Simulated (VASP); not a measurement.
Here is a VASP 6.6.1 calculation.

The input INCAR:

```
SYSTEM = Au
ALGO = Normal
EDIFF = 1E-6
ENCUT = 520
GGA = PE
ISIF = 2
ISMEAR = 0
LASPH = .TRUE.
LCHARG = .FALSE.
LREAL = .FALSE.
LWAVE = .FALSE.
NBANDS = 12
NELM = 80
PREC = Accurate
SIGMA = 0.15
```

The input KPOINTS:

```
k-points
0
G
  20 20 20
  0 0 0
```

POSCAR

```
Au
1.0
    0.0000000000      2.1273200000      2.1273200000
    2.1273200000      0.0000000000      2.1273200000
    2.1273200000      2.1273200000      0.0000000000
Au
1
Direct
    0.0000000000      0.0000000000      0.0000000000
```

Potentials or basis: VASP PAW PBE potentials, release 64 (Au).

Run with:

```bash
$ cat potpaw_PBE.64/Au/POTCAR > POTCAR
$ mpirun -np 1 vasp_std > vasp.out
```

Problem. Predict the pressure.

Solution. -8.0 GPa.

Problem. What does it give for the band gap on the k mesh?

Solution. Zero (an odd number of electrons rules out a gap without spin polarisation).

Caveat: the cell differs from its parent crystal (strain +0.040 along x and y, +0.040 along z); the cell stands under tension; spin-orbit coupling is left out, which moves the levels of the heavy elements.
